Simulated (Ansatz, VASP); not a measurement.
NaH: VASP beside Ansatz

```xyz
6
Lattice="3.4152 0.0000 0.0000 -1.7076 2.9576 0.0000 0.0000 0.0000 8.3654" Properties=species:S:1:pos:R:3 pbc="T T T"
Na    0.0000    0.0000    0.0000
Na    0.0000    1.9718    2.7885
Na    1.7076    0.9859    5.5770
H     1.7076    0.9859    1.3942
H     0.0000    0.0000    4.1827
H     0.0000    1.9718    6.9712
```

Alike in both runs: functional PBE; k mesh 9 × 9 × 4; occupations gaussian, width 0.02 eV; no spin polarisation.

Ansatz relaxed the structure, and its values are those at the end. VASP's run is a single point on that final structure, the one shown.

|  | VASP | Ansatz |
| --- | --- | --- |
| version | VASP 6.6.1 | Ansatz 0.2.0 |
| potentials or method | VASP PAW PBE potentials, release 64 (Na_pv, H), cutoff 520 eV | scalar-relativistic, plane waves, PAW |
| valence electrons in the cell | 24 | 30 |

```csv
,VASP,Ansatz,Ansatz less VASP
gap on the k mesh at the Fermi level (eV),3.80,3.80,+0.002
least direct gap on the mesh (eV),4.12,4.12,+0.001
pressure (GPa),0.0,0.0,+0.04
```

VASP's potentials hold 24 valence electrons a cell and Ansatz's 30, so a difference there can come from the potentials and not from the codes.
